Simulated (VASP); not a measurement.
Write the native input for VASP 6.6.1 that does the following.

```yaml
Task: single point
Functional: PBE
Potentials_or_basis: VASP PAW PBE potentials, release 64 (Ga_d, As)
Cutoff: 500 eV
k_mesh: 6 × 6 × 6
Occupations: gaussian, width 0.01 eV
Spin: no spin polarisation
Dipole_correction: no
Further_INCAR_settings: ALGO = Normal; EDIFF = 1e-06; NBANDS = 16
```

The structure of GaAs lies in POSCAR:

```
GaAs
1.0
    3.9977700000      0.0000000000      0.0000000000
    1.9988850000      3.4621703785      0.0000000000
    1.9988850000      1.1540567928      3.2641655363
Ga As
1 1
Direct
    0.0000000000      0.0000000000      0.0000000000
    0.2500000000      0.2500000000      0.2500000000
```

One way to write it, as run:

INCAR

```
ALGO = Normal
EDIFF = 1E-6
ENCUT = 500
GGA = PE
GGA_COMPAT = F
ISIF = 2
ISMEAR = 0
LASPH = T
LCHARG = F
LREAL = F
LWAVE = F
NBANDS = 16
NELM = 120
PREC = Accurate
SIGMA = 0.01
```

KPOINTS

```
k-points
0
Gamma
  6 6 6
```

Potentials or basis: VASP PAW PBE potentials, release 64 (Ga_d, As).

The run is started by

```sh
$ cat potpaw_PBE.64/Ga_d/POTCAR potpaw_PBE.64/As/POTCAR > POTCAR
$ mpirun -np 1 vasp_std > vasp.out
```

Results of the run:

```json
{"Pressure": "3.4 GPa", "Band gap on the k mesh": "0.52 eV, direct"}
```

Wall time 18 s on 1 thread of AMD EPYC 7R13 Processor (Zen 3) (shared host), peak memory 0.14 GiB.
